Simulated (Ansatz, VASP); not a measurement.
# One calculation of CoH4, two programs

```xyz
5
Lattice="3.0944 0.0000 0.0000 0.0000 3.0944 0.0000 0.0000 0.0000 3.0944" Properties=species:S:1:pos:R:3 pbc="T T T"
Co    1.5472    1.5472    1.5472
H     0.0000    1.5472    1.5472
H     1.5472    1.5472    0.0000
H     1.5472    0.0000    1.5472
H     0.0000    0.0000    0.0000
```

Change from the starting cell: species swapped into the Fe4N type (Pm-3m, No. 221).

Alike in both runs: functional PBE; k mesh 4 × 4 × 4; occupations gaussian, width 0.15 eV; collinear spin.

Ansatz relaxed the structure, and its values are those at the end. VASP's run is a single point on that final structure, the one shown.

```csv
,VASP,Ansatz
version,VASP 6.6.1,Ansatz 0.2.0
potentials or method,"VASP PAW PBE potentials, release 64 (Co, H), cutoff 600 eV","scalar-relativistic, plane waves, PAW"
valence electrons in the cell,13,21
```

Ansatz gave:

* gap on the k mesh at the Fermi level (eV): none
* pressure (GPa): 0.0
* net moment per atom (μB): 0.05
* size of the moment on the site where the two differ most (μB): 0.25

Q: Which values does VASP return?

A: gap on the k mesh at the Fermi level (eV): none; pressure (GPa): -0.2; net moment per atom (μB): 0.05; size of the moment on the site where the two differ most (μB): 0.30.

Site moments also hang on the region over which each program counts them. A gap of «none» marks a metal or a gap that the smearing closes. VASP's potentials hold 13 valence electrons a cell and Ansatz's 21, so a difference there can come from the potentials and not from the codes. Ansatz's warnings: seeded moment not kept.

The k mesh is coarse, so the values compare programs but aren't converged.
